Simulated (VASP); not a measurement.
# CdSe (Pm-3m) in VASP: a series of runs

Runs on CdSe. Level: PBE. Tasks: single point, relaxation of cell and atoms.

Program: VASP 6.6.1. These are calculated values, not measurements. Logs are shortened: lines on timing, memory, paths and dates and some standing lists are left out, and cuts for length are marked.

## (1) The cell of the first run

The structure is cubic, space group Pm-3m (No. 221). The conventional cell has a = 3.562 Å, b = 3.562 Å, c = 3.562 Å, α = 90.00°, β = 90.00°, γ = 90.00°. Cd (site symmetry m-3m) has 8 Se at 3.08 Å and 6 Cd at 3.56 Å within 4.1 Å. Se (site symmetry m-3m) has 8 Cd at 3.08 Å and 6 Se at 3.56 Å within 4.1 Å.

## (2) Single point, PBE

Contents of INCAR:

```
ALGO     = Normal         # electronic algorithm
EDIFF    = 1E-7           # SCF threshold, eV
ENCUT    = 520            # plane-wave cutoff, eV
GGA      = PE             # functional
ISIF     = 2              # what is computed and relaxed
ISMEAR   = 0              # smearing method
LASPH    = True           # aspherical terms in the spheres
LCHARG   = False          # write CHGCAR
LREAL    = False          # projectors in reciprocal space
LWAVE    = False          # write WAVECAR
NBANDS   = 16             # bands
NELM     = 60             # most SCF steps
PREC     = Accurate       # precision mode
SIGMA    = 0.1            # smearing width, eV
```

Contents of KPOINTS:

```
k-points
0
Gamma
  4 4 4
```

Contents of POSCAR:

```
CdSe
1.0
    3.5618853240      0.0000000000      0.0000000000
    0.0000000000      3.5618853240      0.0000000000
    0.0000000000      0.0000000000      3.5618853240
Cd Se
1 1
Direct
    0.5000000000      0.5000000000      0.5000000000
    0.0000000000      0.0000000000      0.0000000000
```

Potentials or basis: VASP PAW PBE potentials, release 64 (Cd, Se).

Run with:

```
cat potpaw_PBE.64/Cd/POTCAR potpaw_PBE.64/Se/POTCAR > POTCAR
mpirun -np 1 vasp_std > vasp.out
```

OUTCAR:

```text
EDIFF = 1E-7
   ENCUT = 520
   GGA = PE
   ISIF = 2
   ISMEAR = 0
   LASPH = True
   LREAL = False
   NELM = 60
   PREC = Accurate

 ion  position               nearest neighbor table
   1  0.500  0.500  0.500-   2 3.08   2 3.08   2 3.08   2 3.08   2 3.08   2 3.08   2 3.08   2 3.08

   2  0.000  0.000  0.000-   1 3.08   1 3.08   1 3.08   1 3.08   1 3.08   1 3.08   1 3.08   1 3.08

  LATTYP: Found a simple cubic cell.
 ALAT       =     3.5618853240

  Lattice vectors:

 A1 = (   3.5618853240,   0.0000000000,   0.0000000000)
 A2 = (   0.0000000000,   3.5618853240,   0.0000000000)
 A3 = (   0.0000000000,   0.0000000000,   3.5618853240)

Analysis of symmetry for initial positions (statically):
=====================================================================
 Subroutine PRICEL returns:
 Original cell was already a primitive cell.

 Routine SETGRP: Setting up the symmetry group for a
 simple cubic supercell.

 Subroutine GETGRP returns: Found 48 space group operations
 (whereof 48 operations were pure point group operations)
 out of a pool of 48 trial point group operations.

The static configuration has the point symmetry O_h .

Analysis of symmetry for dynamics (positions and initial velocities):
=====================================================================
 Subroutine PRICEL returns:
 Original cell was already a primitive cell.

 Routine SETGRP: Setting up the symmetry group for a
 simple cubic supercell.

 Subroutine GETGRP returns: Found 48 space group operations
 (whereof 48 operations were pure point group operations)
 out of a pool of 48 trial point group operations.

The dynamic configuration has the point symmetry O_h .

 Subroutine INISYM returns: Found 48 space group operations
 (whereof 48 operations are pure point group operations),
 and found     1 'primitive' translations

----------------------------------------------------------------------------------------

                                     Primitive cell

  volume of cell :      45.1897

  direct lattice vectors                    reciprocal lattice vectors
     3.561885324  0.000000000  0.000000000     0.280750195  0.000000000  0.000000000
     0.000000000  3.561885324  0.000000000     0.000000000  0.280750195  0.000000000
     0.000000000  0.000000000  3.561885324     0.000000000  0.000000000  0.280750195

  length of vectors
     3.561885324  3.561885324  3.561885324     0.280750195  0.280750195  0.280750195

  position of ions in fractional coordinates (direct lattice)
     0.500000000  0.500000000  0.500000000
     0.000000000  0.000000000  0.000000000

  ion indices of the primitive-cell ions
   primitive index   ion index
                 1           1
                 2           2

----------------------------------------------------------------------------------------

 KPOINTS: k-points

Automatic generation of k-mesh.
 Grid dimensions read from file:
 generate k-points for:    4    4    4

 Generating k-lattice:

  Cartesian coordinates                     Fractional coordinates (reciprocal lattice)
     0.070187549  0.000000000  0.000000000     0.250000000  0.000000000  0.000000000
     0.000000000  0.070187549  0.000000000     0.000000000  0.250000000  0.000000000
     0.000000000  0.000000000  0.070187549     0.000000000  0.000000000  0.250000000

  Length of vectors
     0.070187549  0.070187549  0.070187549

  Shift w.r.t. Gamma in fractional coordinates (k-lattice)
     0.000000000  0.000000000  0.000000000

 Subroutine IBZKPT returns following result:
 ===========================================

 Found     10 irreducible k-points:

 Following reciprocal coordinates:
            Coordinates               Weight
  0.000000  0.000000  0.000000      1.000000
  0.250000  0.000000  0.000000      6.000000
  0.500000  0.000000  0.000000      3.000000
  0.250000  0.250000  0.000000     12.000000
  0.500000  0.250000  0.000000     12.000000
  0.500000  0.500000  0.000000      3.000000
  0.250000  0.250000  0.250000      8.000000
  0.500000  0.250000  0.250000     12.000000
  0.500000  0.500000  0.250000      6.000000
  0.500000  0.500000  0.500000      1.000000
   k-points           NKPTS =     10   k-points in BZ     NKDIM =     10   number of bands    NBANDS=     16
   number of dos      NEDOS =    301   number of ions     NIONS =      2
   total plane-waves  NPLWV =  21952
   dimension x,y,z NGX =    28 NGY =   28 NGZ =   28
   dimension x,y,z NGXF=    56 NGYF=   56 NGZF=   56
   ions per type =               1   1
   NGX,Y,Z   is equivalent  to a cutoff of  13.07, 13.07, 13.07 a.u.
   NGXF,Y,Z  is equivalent  to a cutoff of  26.14, 26.14, 26.14 a.u.
 SYSTEM =  unknown system
   PREC   = accura    normal or accurate (medium, high low for compatibility)
   ISTART =      0    job   : 0-new  1-cont  2-samecut
   ICHARG =      2    charge: 1-file 2-atom 10-const
   ISPIN  =      1    spin polarized calculation?
   LNONCOLLINEAR =      F non collinear calculations
   LSORBIT =      F    spin-orbit coupling
   LASPH  =      T    aspherical Exc in radial PAW
   ENCUT  =  520.0 eV  38.22 Ry    6.18 a.u.   6.62  6.62  6.62*2*pi/ulx,y,z
   NELM   =     60;   NELMIN=  2; NELMDL= -5     # of ELM steps
   EDIFF  = 0.1E-06   stopping-criterion for ELM
   LREAL  =      F    real-space projection
   EDIFFG = 0.1E-05   stopping-criterion for IOM
   NSW    =      0    number of steps for IOM
   IBRION =     -1    ionic relax: 0-MD 1-quasi-New 2-CG
   NFREE  =      0    steps in history (QN), initial steepest desc. (CG)
   ISIF   =      2    stress and relaxation
   ISYM   =      2    0-nonsym 1-usesym 2-fastsym
   POTIM  = 0.5000    time-step for ionic-motion
   TEBEG  =    0.0;   TEEND  =   0.0 temperature during run
   PSTRESS=    0.0 pullay stress
   NELECT =      18.0000    total number of electrons
   NUPDOWN=      -1.0000    fix difference up-down
   EMIN   =  10.00;   EMAX   =-10.00  energy-range for DOS
   EFERMI =   0.00;   METHOD = LEGACY
   ISMEAR =     0;   SIGMA  =   0.10  broadening in eV -4-tet -1-fermi 0-gaus
   EFERMI_NEDOS =   21; number of points for ismear=-14 and -15
   IALGO  =     38    algorithm
   IMIX   =      4    mixing-type and parameters
     AMIX     =   0.40;   BMIX     =  1.00
     AMIX_MAG =   1.60;   BMIX_MAG =  1.00
  volume/ion in A,a.u.               =      22.59       152.48
  Fermi-wavevector in a.u.,A,eV,Ry     =   1.204534  2.276239 19.740723  1.450902
  Thomas-Fermi vector in A             =   2.340256
   LORBIT       =      0    0 simple, 1 ext, 2 COOP (PROOUT), +10 PAW based schemes
   GGA     = PE    functional components
   LHFCALC =     F    Hartree Fock is set to
   AEXX    =    0.0000 exact exchange contribution
   IVDW    =     0    specifies the selected vdW correction
   LEPSILON=     F    determine dielectric tensor
   LRPA    =     F    only Hartree local field effects (RPA)
 non-spin polarized calculation
 Gauss-broadening in eV      SIGMA  =   0.10
  energy-cutoff  :      520.00
  volume of cell :       45.19
 maximum number of plane-waves:      1234
 NGX is ok and might be reduce to    28
   NGX = 13   NGY = 13   NGZ = 13

 number of electron      17.9999988 magnetization

 Free energy of the ion-electron system (eV)
  ---------------------------------------------------
  ext. energy  EPLUGINS =         0.00000000
  ---------------------------------------------------
  free energy    TOTEN  =        -4.31701469 eV

  energy without entropy =       -4.30135724  energy(sigma->0) =       -4.30918597

 E-fermi :   3.3497     XC(G=0): -10.3818

 val. band max:        3.2877903612   @ k =   0.5000   0.0000   0.0000
 cond. band min:       3.3539641242   @ k =   0.5000   0.2500   0.0000
 fundamental gap:      0.0661737630
 Fermi energy:         3.3497479441

 k-point     1 :       0.0000    0.0000    0.0000
  band No.  band energies     occupation
      1     -10.3226      2.00000
      2      -5.4809      2.00000
      3      -5.4809      2.00000
      4      -5.0686      2.00000
      5      -5.0686      2.00000
      6      -5.0686      2.00000
[... 8 lines left out ...]
     15      13.7666      0.00000
     16      17.8057      0.00000

 k-point     2 :       0.2500    0.0000    0.0000
  band No.  band energies     occupation
      1      -9.9430      2.00000
      2      -5.4586      2.00000
      3      -5.3703      2.00000
      4      -5.1712      2.00000
      5      -5.1712      2.00000
      6      -5.0603      2.00000
[... 8 lines left out ...]
     15      13.6804      0.00000
     16      15.8472      0.00000

 k-point     3 :       0.5000    0.0000    0.0000
  band No.  band energies     occupation
      1      -9.4646      2.00000
      2      -5.4361      2.00000
      3      -5.3411      2.00000
      4      -5.2682      2.00000
      5      -5.2682      2.00000
      6      -5.0519      2.00000
[... 8 lines left out ...]
     15      13.9484      0.00000
     16      17.9913      0.00000

 k-point     4 :       0.2500    0.2500    0.0000
  band No.  band energies     occupation
      1      -9.6358      2.00000
      2      -5.4063      2.00000
      3      -5.2474      2.00000
      4      -5.1835      2.00000
      5      -5.1637      2.00000
      6      -5.1293      2.00000
[... 8 lines left out ...]
     15      14.7459      0.00000
     16      15.0497      0.00000

 k-point     5 :       0.5000    0.2500    0.0000
  band No.  band energies     occupation
      1      -9.2754      2.00000
      2      -5.3673      2.00000
      3      -5.2294      2.00000
      4      -5.1300      2.00000
      5      -5.1255      2.00000
      6      -5.1219      2.00000
[... 8 lines left out ...]
     15      15.2729      0.00000
     16      16.7964      0.00000

 k-point     6 :       0.5000    0.5000    0.0000
  band No.  band energies     occupation
      1      -9.0744      2.00000
      2      -5.3190      2.00000
      3      -5.1902      2.00000
      4      -5.1902      2.00000
      5      -4.9157      2.00000
      6      -4.8593      2.00000
[... 8 lines left out ...]
     15      13.9710      0.00000
     16      13.9710      0.00000

 k-point     7 :       0.2500    0.2500    0.2500
  band No.  band energies     occupation
      1      -9.3517      2.00000
      2      -5.3062      2.00000
      3      -5.3062      2.00000
      4      -5.1968      2.00000
      5      -5.1968      2.00000
      6      -5.0536      2.00000
[... 8 lines left out ...]
     15      13.6967      0.00000
     16      16.1805      0.00000

 k-point     8 :       0.5000    0.2500    0.2500
  band No.  band energies     occupation
      1      -9.0217      2.00000
      2      -5.4216      2.00000
      3      -5.2893      2.00000
      4      -5.1949      2.00000
      5      -5.0480      2.00000
      6      -5.0235      2.00000
[... 8 lines left out ...]
     15      14.2437      0.00000
     16      16.4542      0.00000

 k-point     9 :       0.5000    0.5000    0.2500
  band No.  band energies     occupation
      1      -8.7315      2.00000
      2      -5.4071      2.00000
      3      -5.4071      2.00000
      4      -5.1586      2.00000
      5      -5.1154      2.00000
      6      -4.9117      2.00000
[... 8 lines left out ...]
     15      17.7161      0.00000
     16      17.7161      0.00000

 k-point    10 :       0.5000    0.5000    0.5000
  band No.  band energies     occupation
      1      -8.2806      2.00000
      2      -5.5887      2.00000
      3      -5.5887      2.00000
      4      -5.5887      2.00000
      5      -4.9076      2.00000
      6      -4.9076      2.00000
[... 8 lines left out ...]
     15      19.9571      0.00000
     16      19.9571      0.00000

------------------------ aborting loop because EDIFF is reached ----------------------------------------

  FORCE on cell =-STRESS in cart. coord.  units (eV):
  Direction    XX          YY          ZZ          XY          YZ          ZX
  --------------------------------------------------------------------------------------
  -------------------------------------------------------------------------------------
  Total        0.0696535      0.0696535      0.0696535      0.0000000     -0.0000000      0.0000000
  in kB        2.4695280      2.4695280      2.4695280      0.0000000     -0.0000000      0.0000000
  external PRESSURE =       2.4695280 kB  Pullay stress =       0.0000000 kB

 VOLUME and BASIS-vectors are now :
 -----------------------------------------------------------------------------
  energy-cutoff  :      520.00
  volume of cell :       45.19
      direct lattice vectors                 reciprocal lattice vectors
     3.561885324  0.000000000  0.000000000     0.280750195  0.000000000  0.000000000
     0.000000000  3.561885324  0.000000000     0.000000000  0.280750195  0.000000000
     0.000000000  0.000000000  3.561885324     0.000000000  0.000000000  0.280750195

 POSITION                                       TOTAL-FORCE (eV/Angst)
 -----------------------------------------------------------------------------------
      1.78094      1.78094      1.78094         0.000000      0.000000      0.000000
      0.00000      0.00000      0.00000         0.000000      0.000000      0.000000
 -----------------------------------------------------------------------------------
    total drift:                                0.000000      0.000000      0.000000

  FREE ENERGIE OF THE ION-ELECTRON SYSTEM (eV)
  ---------------------------------------------------
  free  energy   TOTEN  =        -4.3170146931 eV

  energy  without entropy=       -4.3013572437  energy(sigma->0) =       -4.30918597
```

Run time: 7.1 s. Hardware: 1 thread of Intel Xeon 6975P-C, shared host; peak memory 0.15 GiB.

What came out:

```yaml
Free_energy: -4.3170 eV
Pressure: 0.2 GPa
Band_gap_on_the_k_mesh: zero (band 9 reaches 3.35 eV, above the bottom of band 10 at 2.08 eV)
```

Caveat: the k points lie up to 0.44 Å⁻¹ apart.

[end of part 1 of 2]
